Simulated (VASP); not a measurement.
# Ga2SnO2: single point with PBE

The system is Ga2SnO2.

```
CELL_PARAMETERS angstrom
3.17426 0.00000 0.00000
-1.58713 2.74899 0.00000
0.00000 0.00000 19.06037
ATOMIC_POSITIONS crystal
Ga 0.66667 0.33333 0.38555
Ga 0.66667 0.33333 0.11445
Ga 0.33333 0.66667 0.88555
Ga 0.33333 0.66667 0.61445
Sn 0.00000 0.00000 0.75000
Sn 0.00000 0.00000 0.25000
O 0.66667 0.33333 0.57848
O 0.66667 0.33333 0.92152
O 0.33333 0.66667 0.42152
O 0.33333 0.66667 0.07848
```

The cell was built from a structure type or drawn by symmetry, and may not be a known phase.

| Quantity | Value |
| --- | --- |
| Program | VASP 6.6.1 |
| Task | single point |
| Functional | PBE |
| Potentials or basis | VASP PAW PBE potentials, release 64 (Ga_d, Sn_d, O) |
| Cutoff | 520 eV |
| k mesh | 12 × 12 × 2 |
| Occupations | gaussian, width 0.1 eV |
| Spin | no spin polarisation |

```json
{
  "Pressure": "0.3 GPa",
  "Largest force": "0.042 eV/Å",
  "Band gap on the k mesh": "zero (bands 52 and 53 overlap by 1.14 eV)"
}
```

Forces in eV/Å, atoms in the order of the input:
```
Ga   0.000  0.000 -0.040
Ga   0.000  0.000  0.040
Ga   0.000  0.000 -0.040
Ga   0.000  0.000  0.040
Sn   0.000  0.000  0.000
Sn   0.000  0.000  0.000
O    0.000  0.000 -0.042
O    0.000  0.000  0.042
O    0.000  0.000  0.042
O    0.000  0.000 -0.042
```

Stress tensor (GPa, compression positive):
```
0.45 0.00 0.00
0.00 0.45 0.00
0.00 0.00 0.03
```

Levels at points of the mesh, in eV from the Fermi level:
```
           k point  band 49  band 50  band 51  band 52  band 53  band 54  band 55  band 56
(0.00, 0.00, 0.00)    -3.26    -2.49    -1.71    -0.85     0.55     0.98     3.87     4.16
(0.50, 0.00, 0.00)    -3.57    -3.51    -1.37    -1.31     0.39     0.47     1.58     1.70
(0.00, 0.00, 0.50)    -2.93    -2.93    -1.23    -1.23     0.78     0.78     4.01     4.01
(0.50, 0.00, 0.50)    -3.54    -3.54    -1.34    -1.34     0.42     0.42     1.64     1.64
```

It took 5.7 min on 1 thread of Intel(R) Xeon(R) Platinum 8488C (Sapphire Rapids) (shared host), peak memory 0.48 GiB.

Caveat: spin-orbit coupling is left out, which moves the levels of the heavy elements.
